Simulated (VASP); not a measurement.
# BAs (Pm-3m) in VASP: settings compared, part 2 of 2

VASP 6.6.1. The steps go on from the part before.

### Step 4. Relaxation of cell and atoms, PBE0

The input, POSCAR:

```
BAs
1.0
    2.9343700000      0.0000000000      0.0000000000
    0.0000000000      2.9343700000      0.0000000000
    0.0000000000      0.0000000000      2.9343700000
B As
1 1
Direct
    0.5000000000      0.5000000000      0.5000000000
    0.0000000000      0.0000000000      0.0000000000
```

The input, INCAR.step1:

```
SYSTEM = BAs
ALGO     = Normal         ! electronic algorithm
EDIFF    = 1E-5           ! SCF threshold, eV
ENCUT    = 600            ! plane-wave cutoff, eV
GGA      = PE             ! functional
ISMEAR   = -1             ! smearing method
LASPH    = .True.         ! aspherical terms in the spheres
LCHARG   = .False.        ! write CHGCAR
LREAL    = .False.        ! projectors in reciprocal space
LWAVE    = .True.         ! write WAVECAR
NBANDS   = 11             ! bands
NELM     = 60             ! most SCF steps
PREC     = Accurate       ! precision mode
SIGMA    = 0.05           ! smearing width, eV
```

The input, INCAR.step2:

```
SYSTEM = BAs
AEXX     = 0.25           ! exact-exchange fraction
ALGO     = Normal         ! electronic algorithm
EDIFF    = 1E-6           ! SCF threshold, eV
EDIFFG   = -0.01          ! ionic threshold
ENCUT    = 600            ! plane-wave cutoff, eV
GGA      = PE             ! functional
IBRION   = 2              ! ionic algorithm
ISIF     = 3              ! what is computed and relaxed
ISMEAR   = -1             ! smearing method
ISTART   = 1            
LASPH    = .True.         ! aspherical terms in the spheres
LCHARG   = .False.        ! write CHGCAR
LHFCALC  = .True.         ! exact exchange
LREAL    = .False.        ! projectors in reciprocal space
LWAVE    = .False.        ! write WAVECAR
NELM     = 60             ! most SCF steps
NSW      = 60             ! ionic steps
PREC     = Accurate       ! precision mode
PRECFOCK = Normal       
SIGMA    = 0.05           ! smearing width, eV
```

The input, KPOINTS:

```
k-points
0
Gamma
  5 5 5
  0 0 0
```

Potentials or basis: VASP PAW PBE potentials, release 64 (B, As).

Started as:

```
$ cat potpaw_PBE.64/B/POTCAR potpaw_PBE.64/As/POTCAR > POTCAR
$ cp INCAR.step1 INCAR
$ mpirun -np 1 vasp_std > vasp.out
$ cp INCAR.step2 INCAR
$ mpirun -np 1 vasp_std > vasp.out
```

OUTCAR:

```text
SYSTEM = BAs
   AEXX = 0.25
   EDIFF = 1E-6
   EDIFFG = -0.01
   ENCUT = 600
   GGA = PE
   IBRION = 2
   ISIF = 3
   ISMEAR = -1
   ISTART = 1
   LASPH = .True.
   LHFCALC = .True.
   LREAL = .False.
   NELM = 60
   NSW = 60
   PREC = Accurate
   PRECFOCK = Normal

 ion  position               nearest neighbor table
   1  0.500  0.500  0.500-   2 2.54   2 2.54   2 2.54   2 2.54   2 2.54   2 2.54   2 2.54   2 2.54

   2  0.000  0.000  0.000-   1 2.54   1 2.54   1 2.54   1 2.54   1 2.54   1 2.54   1 2.54   1 2.54

  LATTYP: Found a simple cubic cell.
 ALAT       =     2.9343700000

  Lattice vectors:

 A1 = (   2.9343700000,   0.0000000000,   0.0000000000)
 A2 = (   0.0000000000,   2.9343700000,   0.0000000000)
 A3 = (   0.0000000000,   0.0000000000,   2.9343700000)

Analysis of symmetry for initial positions (statically):
=====================================================================
 Subroutine PRICEL returns:
 Original cell was already a primitive cell.

 Routine SETGRP: Setting up the symmetry group for a
 simple cubic supercell.

[... 147 lines left out ...]
 NGX is ok and might be reduce to    24
  NGX = 18; NGY = 18; NGZ = 18

--------------------------------------- Ionic step        1  -------------------------------------------

 number of electron       8.0000000 magnetization

 Free energy of the ion-electron system (eV)
  ---------------------------------------------------
  ext. energy  EPLUGINS =         0.00000000
  ---------------------------------------------------
  free energy    TOTEN  =       -10.55489416 eV

  energy without entropy =      -10.55155923  energy(sigma->0) =      -10.55322670

------------------------ aborting loop because EDIFF is reached ----------------------------------------

  FORCE on cell =-STRESS in cart. coord.  units (eV):
  Direction    XX          YY          ZZ          XY          YZ          ZX
  --------------------------------------------------------------------------------------
  -------------------------------------------------------------------------------------
  Total       -1.1272563     -1.1272563     -1.1272563      0.0000000     -0.0000000      0.0000000
  in kB      -71.4806712    -71.4806712    -71.4806712      0.0000000     -0.0000000      0.0000000
  external PRESSURE =     -71.4806712 kB  Pullay stress =       0.0000000 kB
[... 95 lines left out ...]
--------------------------------------- Ionic step        4  -------------------------------------------

 number of electron       8.0000001 magnetization

 Free energy of the ion-electron system (eV)
  ---------------------------------------------------
  ext. energy  EPLUGINS =         0.00000000
  ---------------------------------------------------
  free energy    TOTEN  =       -10.59581217 eV

  energy without entropy =      -10.59580197  energy(sigma->0) =      -10.59580707

 E-fermi :   8.1296     XC(G=0):  -9.2246

 val. band max:        7.5965305584   @ k =   0.4000   0.4000   0.2000
 cond. band min:       8.6284111555   @ k =   0.2000   0.2000   0.0000
 fundamental gap:      1.0318805971
 Fermi energy:         8.1295634817

 k-point     1 :       0.0000    0.0000    0.0000
  band No.  band energies     occupation
      1     -10.9210      2.00000
      2       6.3590      2.00000
      3       6.3590      2.00000
      4       6.3590      2.00000
      5       8.7365      0.00001
      6      14.2314      0.00000
      7      14.2314      0.00000
      8      19.5037      0.00000
[... 126 lines left out ...]
  FREE ENERGIE OF THE ION-ELECTRON SYSTEM (eV)
  ---------------------------------------------------
  free  energy   TOTEN  =       -10.5958121749 eV

  energy  without entropy=      -10.5958019660  energy(sigma->0) =      -10.59580707

 reached required accuracy - stopping structural energy minimisation
```

OSZICAR.step1:

```text
N       E                     dE             d eps       ncg     rms          rms(c)
DAV:   1     0.118030335180E+02    0.11803E+02   -0.43322E+03   220   0.731E+02
DAV:   2    -0.780998257416E+01   -0.19613E+02   -0.18813E+02   328   0.109E+02
DAV:   3    -0.840646215082E+01   -0.59648E+00   -0.59126E+00   273   0.138E+01
DAV:   4    -0.840823026083E+01   -0.17681E-02   -0.17678E-02   258   0.702E-01
DAV:   5    -0.840823109786E+01   -0.83704E-06   -0.83739E-06   256   0.186E-02    0.300E+00
DAV:   6    -0.831759766542E+01    0.90633E-01   -0.39701E-01   235   0.205E+00    0.165E+00
DAV:   7    -0.831486186599E+01    0.27358E-02   -0.23140E-02   256   0.851E-01    0.837E-01
DAV:   8    -0.831379932810E+01    0.10625E-02   -0.16818E-03   232   0.301E-01    0.566E-02
DAV:   9    -0.831378817078E+01    0.11157E-04   -0.16080E-04   256   0.525E-02    0.222E-02
DAV:  10    -0.831378897379E+01   -0.80301E-06   -0.90846E-06   140   0.227E-02
   1 F= -.83137890E+01 E0= -.83115319E+01  d E =-.451409E-02
```

It took 15 min on 1 thread of Intel Xeon 8259CL, shared host; peak memory 0.15 GiB.

Results:

```yaml
Free_energy: -10.5958 eV
Relaxed_volume: 11.85 Å³/atom
Relaxed_cell: a = 2.873 Å, b = 2.873 Å, c = 2.873 Å, α = 90.00°, β = 90.00°, γ = 90.00°
Space_group_after_relaxing_to_0.1_Å: Pm-3m (No. 221)
Energy_gained_by_relaxing: 20.5 meV/atom
Ionic_steps: 4
Pressure_after_relaxing: -0.1 GPa
Band_gap_on_the_k_mesh: zero (bands 4 and 5 overlap by 4.74 eV)
```

The path:
```csv
step,energy change (eV),largest force (eV/Å),pressure (GPa),volume (Å³)
1,0.0000,0.0000,-7.15,25.27
2,-0.0373,0.0000,2.74,23.26
3,-0.0409,0.0000,0.23,23.66
4,-0.0409,0.0000,-0.05,23.70
```

Final structure:
```xyz
2
Lattice="2.8726 0.0000 0.0000 0.0000 2.8726 0.0000 0.0000 0.0000 2.8726" Properties=species:S:1:pos:R:3 pbc="T T T"
B     1.4363    1.4363    1.4363
As    0.0000    0.0000    0.0000
```

Caveat: the k points lie up to 0.44 Å⁻¹ apart in the final cell, too coarse for converged energies and pressures of a metal; the PAW data sets were made with another functional, which shifts forces and pressure a little.

### Step 5. Relaxation of cell and atoms, PBEsol-based global hybrid with 25 % exact exchange

POSCAR is that of step 4.

The input, INCAR.step1:

```
SYSTEM = BAs
ALGO = Normal
EDIFF = 1E-5
ENCUT = 600
GGA = PE
ISMEAR = -1
LASPH = .TRUE.
LCHARG = .FALSE.
LREAL = .FALSE.
LWAVE = .TRUE.
NBANDS = 11
NELM = 80
PREC = Accurate
SIGMA = 0.05
```

The input, INCAR.step2:

```
SYSTEM = BAs
AEXX = 0.25
ALGO = Normal
EDIFF = 1E-6
EDIFFG = -0.01
ENCUT = 600
GGA = PS
IBRION = 2
ISIF = 3
ISMEAR = -1
ISTART = 1
LASPH = .TRUE.
LCHARG = .FALSE.
LHFCALC = .TRUE.
LREAL = .FALSE.
LWAVE = .FALSE.
NELM = 80
NSW = 60
PREC = Accurate
PRECFOCK = Normal
SIGMA = 0.05
```

The input, KPOINTS:

```
k-points
0
G
  5 5 5
  0 0 0
```

Potentials or basis: VASP PAW PBE potentials, release 64 (B, As).

Started as:

```
$ cat potpaw_PBE.64/B/POTCAR potpaw_PBE.64/As/POTCAR > POTCAR
$ cp INCAR.step1 INCAR
$ mpirun -np 1 vasp_std > vasp.out
$ cp INCAR.step2 INCAR
$ mpirun -np 1 vasp_std > vasp.out
```

OUTCAR:

```text
SYSTEM = BAs
   AEXX = 0.25
   EDIFF = 1E-6
   EDIFFG = -0.01
   ENCUT = 600
   GGA = PS
   IBRION = 2
   ISIF = 3
   ISMEAR = -1
   ISTART = 1
   LASPH = .TRUE.
   LHFCALC = .TRUE.
   LREAL = .FALSE.
   NELM = 80
   NSW = 60
   PREC = Accurate
   PRECFOCK = Normal

 ion  position               nearest neighbor table
   1  0.500  0.500  0.500-   2 2.54   2 2.54   2 2.54   2 2.54   2 2.54   2 2.54   2 2.54   2 2.54

   2  0.000  0.000  0.000-   1 2.54   1 2.54   1 2.54   1 2.54   1 2.54   1 2.54   1 2.54   1 2.54

  LATTYP: Found a simple cubic cell.
 ALAT       =     2.9343700000

  Lattice vectors:

 A1 = (   2.9343700000,   0.0000000000,   0.0000000000)
 A2 = (   0.0000000000,   2.9343700000,   0.0000000000)
 A3 = (   0.0000000000,   0.0000000000,   2.9343700000)

Analysis of symmetry for initial positions (statically):
=====================================================================
 Subroutine PRICEL returns:
 Original cell was already a primitive cell.

 Routine SETGRP: Setting up the symmetry group for a
 simple cubic supercell.

 Subroutine GETGRP returns: Found 48 space group operations
 (whereof 48 operations were pure point group operations)
 out of a pool of 48 trial point group operations.

The static configuration has the point symmetry O_h .

Analysis of symmetry for dynamics (positions and initial velocities):
=====================================================================
 Subroutine PRICEL returns:
 Original cell was already a primitive cell.

 Routine SETGRP: Setting up the symmetry group for a
 simple cubic supercell.

 Subroutine GETGRP returns: Found 48 space group operations
 (whereof 48 operations were pure point group operations)
 out of a pool of 48 trial point group operations.

The dynamic configuration has the point symmetry O_h .

 Subroutine INISYM returns: Found 48 space group operations
 (whereof 48 operations are pure point group operations),
 and found     1 'primitive' translations

----------------------------------------------------------------------------------------

                                     Primitive cell

  volume of cell :      25.2665

  direct lattice vectors                    reciprocal lattice vectors
     2.934370000  0.000000000  0.000000000     0.340788653  0.000000000  0.000000000
     0.000000000  2.934370000  0.000000000     0.000000000  0.340788653  0.000000000
     0.000000000  0.000000000  2.934370000     0.000000000  0.000000000  0.340788653

  length of vectors
     2.934370000  2.934370000  2.934370000     0.340788653  0.340788653  0.340788653

  position of ions in fractional coordinates (direct lattice)
     0.500000000  0.500000000  0.500000000
     0.000000000  0.000000000  0.000000000

  ion indices of the primitive-cell ions
   primitive index   ion index
                 1           1
                 2           2

----------------------------------------------------------------------------------------

 KPOINTS: k-points

Automatic generation of k-mesh.
 Grid dimensions read from file:
 generate k-points for:    5    5    5

 Generating k-lattice:

  Cartesian coordinates                     Fractional coordinates (reciprocal lattice)
     0.068157731  0.000000000  0.000000000     0.200000000  0.000000000  0.000000000
     0.000000000  0.068157731  0.000000000     0.000000000  0.200000000  0.000000000
     0.000000000  0.000000000  0.068157731     0.000000000  0.000000000  0.200000000

  Length of vectors
     0.068157731  0.068157731  0.068157731

  Shift w.r.t. Gamma in fractional coordinates (k-lattice)
     0.000000000  0.000000000  0.000000000

 Subroutine IBZKPT returns following result:
 ===========================================

 Found     10 irreducible k-points:

 Following reciprocal coordinates:
            Coordinates               Weight
  0.000000  0.000000  0.000000      1.000000
  0.200000  0.000000  0.000000      6.000000
  0.400000  0.000000  0.000000      6.000000
  0.200000  0.200000  0.000000     12.000000
  0.400000  0.200000  0.000000     24.000000
  0.400000  0.400000  0.000000     12.000000
  0.200000  0.200000  0.200000      8.000000
  0.400000  0.200000  0.200000     24.000000
  0.400000  0.400000  0.200000     24.000000
  0.400000  0.400000  0.400000      8.000000
   k-points           NKPTS =     10   k-points in BZ     NKDIM =    125   number of bands    NBANDS=      8
   number of dos      NEDOS =    301   number of ions     NIONS =      2
   total plane-waves  NPLWV =  13824
   dimension x,y,z NGX =    24 NGY =   24 NGZ =   24
   dimension x,y,z NGXF=    48 NGYF=   48 NGZF=   48
   ions per type =               1   1
   NGX,Y,Z   is equivalent  to a cutoff of  13.60, 13.60, 13.60 a.u.
   NGXF,Y,Z  is equivalent  to a cutoff of  27.19, 27.19, 27.19 a.u.
 SYSTEM =  BAs
   PREC   = accura    normal or accurate (medium, high low for compatibility)
   ISTART =      1    job   : 0-new  1-cont  2-samecut
   ICHARG =      0    charge: 1-file 2-atom 10-const
   ISPIN  =      1    spin polarized calculation?
   LNONCOLLINEAR =      F non collinear calculations
   LSORBIT =      F    spin-orbit coupling
   LASPH  =      T    aspherical Exc in radial PAW
   ENCUT  =  600.0 eV  44.10 Ry    6.64 a.u.   5.86  5.86  5.86*2*pi/ulx,y,z
   NELM   =     80;   NELMIN=  2; NELMDL=  0     # of ELM steps
   EDIFF  = 0.1E-05   stopping-criterion for ELM
   LREAL  =      F    real-space projection
   EDIFFG = -.1E-01   stopping-criterion for IOM
   NSW    =     60    number of steps for IOM
   IBRION =      2    ionic relax: 0-MD 1-quasi-New 2-CG
   NFREE  =      1    steps in history (QN), initial steepest desc. (CG)
   ISIF   =      3    stress and relaxation
   ISYM   =      3    0-nonsym 1-usesym 2-fastsym
   POTIM  = 0.5000    time-step for ionic-motion
   TEBEG  =    0.0;   TEEND  =   0.0 temperature during run
   PSTRESS=    0.0 pullay stress
   NELECT =       8.0000    total number of electrons
   NUPDOWN=      -1.0000    fix difference up-down
   EMIN   =  10.00;   EMAX   =-10.00  energy-range for DOS
   EFERMI =   0.00;   METHOD = LEGACY
   ISMEAR =    -1;   SIGMA  =   0.05  broadening in eV -4-tet -1-fermi 0-gaus
   EFERMI_NEDOS =   21; number of points for ismear=-14 and -15
   IALGO  =     38    algorithm
   IMIX   =      1    mixing-type and parameters
     AMIX     =   0.40;   BMIX     =  1.00
     AMIX_MAG =   1.60;   BMIX_MAG =  1.00
  volume/ion in A,a.u.               =      12.63        85.25
  Fermi-wavevector in a.u.,A,eV,Ry     =   1.115809  2.108574 16.939665  1.245030
  Thomas-Fermi vector in A             =   2.252417
   LORBIT       =      0    0 simple, 1 ext, 2 COOP (PROOUT), +10 PAW based schemes
   GGA     = PS    functional components
   LHFCALC =     T    Hartree Fock is set to
   PRECFOCK=normal    Normal, Fast or Accurate (Low or Medium for compatibility)
   ENCUT4O =  -1.0   cutoff for four orbital integrals eV
   NKREDX  =     1    reduce k-point grid by
   NKREDY  =     1    reduce k-point grid by
   NKREDZ  =     1    reduce k-point grid by
   AEXX    =    0.2500 exact exchange contribution
   HFSCREEN=    0.0000 screening length (either q_TF or 0.3 A-1)
   HFSCREENC=   0.0000 screening length for correlation (either q_TF or 0.3 A-1)
   ENCUTFOCK=  -1.0 apply spherical cutoff to Coloumb kernel
   IVDW    =     0    specifies the selected vdW correction
   LEPSILON=     F    determine dielectric tensor
   LRPA    =     F    only Hartree local field effects (RPA)
 conjugate gradient relaxation of ions
 non-spin polarized calculation
  energy-cutoff  :      600.00
  volume of cell :       25.27
 maximum number of plane-waves:       861
 NGX is ok and might be reduce to    24
  NGX = 18; NGY = 18; NGZ = 18

--------------------------------------- Ionic step        1  -------------------------------------------

 number of electron       8.0000000 magnetization

 Free energy of the ion-electron system (eV)
  ---------------------------------------------------
  ext. energy  EPLUGINS =         0.00000000
  ---------------------------------------------------
  free energy    TOTEN  =       -11.16511635 eV

  energy without entropy =      -11.16177981  energy(sigma->0) =      -11.16344808

------------------------ aborting loop because EDIFF is reached ----------------------------------------

  FORCE on cell =-STRESS in cart. coord.  units (eV):
  Direction    XX          YY          ZZ          XY          YZ          ZX
  --------------------------------------------------------------------------------------
  -------------------------------------------------------------------------------------
  Total       -1.4646689     -1.4646689     -1.4646689      0.0000000     -0.0000000      0.0000000
  in kB      -92.8764101    -92.8764101    -92.8764101      0.0000000     -0.0000000      0.0000000
  external PRESSURE =     -92.8764101 kB  Pullay stress =       0.0000000 kB
[... 93 lines left out ...]
  energy  without entropy=      -11.2308515627  energy(sigma->0) =      -11.23085684

--------------------------------------- Ionic step        4  -------------------------------------------

 number of electron       8.0000001 magnetization

 Free energy of the ion-electron system (eV)
  ---------------------------------------------------
  ext. energy  EPLUGINS =         0.00000000
  ---------------------------------------------------
  free energy    TOTEN  =       -11.23089554 eV

  energy without entropy =      -11.23088509  energy(sigma->0) =      -11.23089031

 E-fermi :   8.2427     XC(G=0):  -9.3047

 val. band max:        7.7109923437   @ k =   0.4000   0.4000   0.2000
 cond. band min:       8.7396882715   @ k =   0.2000   0.2000   0.0000
 fundamental gap:      1.0286959278
 Fermi energy:         8.2426679315

 k-point     1 :       0.0000    0.0000    0.0000
  band No.  band energies     occupation
      1     -10.9845      2.00000
      2       6.4460      2.00000
      3       6.4460      2.00000
      4       6.4460      2.00000
      5       9.0408      0.00000
      6      14.3298      0.00000
      7      14.3298      0.00000
      8      19.7910      0.00000
[... 126 lines left out ...]
  FREE ENERGIE OF THE ION-ELECTRON SYSTEM (eV)
  ---------------------------------------------------
  free  energy   TOTEN  =       -11.2308955370 eV

  energy  without entropy=      -11.2308850881  energy(sigma->0) =      -11.23089031

 reached required accuracy - stopping structural energy minimisation
```

Wall time 12 min (1 thread of Intel Xeon 8259CL, shared host); peak memory 0.15 GiB.

What came out:

```yaml
Free_energy: -11.2309 eV
Relaxed_volume: 11.67 Å³/atom
Relaxed_cell: a = 2.858 Å, b = 2.858 Å, c = 2.858 Å, α = 90.00°, β = 90.00°, γ = 90.00°
Space_group_after_relaxing_to_0.1_Å: Pm-3m (No. 221)
Energy_gained_by_relaxing: 32.9 meV/atom
Ionic_steps: 4
Pressure_after_relaxing: -0.1 GPa
Band_gap_on_the_k_mesh: zero (bands 4 and 5 overlap by 4.70 eV)
```

The path:
```
step  energy change (eV)  largest force (eV/Å)  pressure (GPa)  volume (Å³)
   1              0.0000                0.0000           -9.29        25.27
   2             -0.0569                0.0000            4.52        22.68
   3             -0.0657                0.0000            0.30        23.28
   4             -0.0658                0.0000           -0.06        23.34
```

Final structure:
```
B As
1.0
     2.85777    0.00000    0.00000
     0.00000    2.85777    0.00000
     0.00000    0.00000    2.85777
B As
1 1
Direct
  0.50000 0.50000 0.50000
  0.00000 0.00000 0.00000
```

Levels at points of the mesh, in eV from the Fermi level:
```
           k point  band 2  band 3  band 4  band 5  band 6  band 7
(0.00, 0.00, 0.00)   -1.80   -1.80   -1.80    0.80    6.09    6.09
```

Caveat: the k points lie up to 0.44 Å⁻¹ apart in the final cell, too coarse for converged energies and pressures of a metal; the PAW data sets were made with another functional, which shifts forces and pressure a little.

### Step 6. Summary

```csv
task,level,cell,cutoff (eV),share of exact exchange,gap on the mesh (eV),pressure (GPa),relaxed volume (Å³/atom)
single point,r2SCANh,"a = 2.934 Å, 2 atoms",520,0.1,none,-5.3,-
single point,B3LYP,"a = 2.954 Å, 2 atoms",520,0.2,none,-0.1,-
relaxation of cell and atoms,PBE0,"relaxed from a = 2.934 Å, 2 atoms",600,0.25,none,-0.1,11.85
relaxation of cell and atoms,PBEsol-based global hybrid with 25 % exact exchange,"relaxed from a = 2.934 Å, 2 atoms",600,0.25,none,-0.1,11.67
```

Alike in all rows: potentials or basis VASP PAW PBE potentials, release 64 (B, As); no spin polarisation; k mesh 5 × 5 × 5; smearing fermi-dirac 0.05 eV.

Caveats: all runs use coarse meshes; the PAW data sets were made with another functional, which shifts forces and pressure a little.

Absolute energies hang on the potentials; compare differences alone.
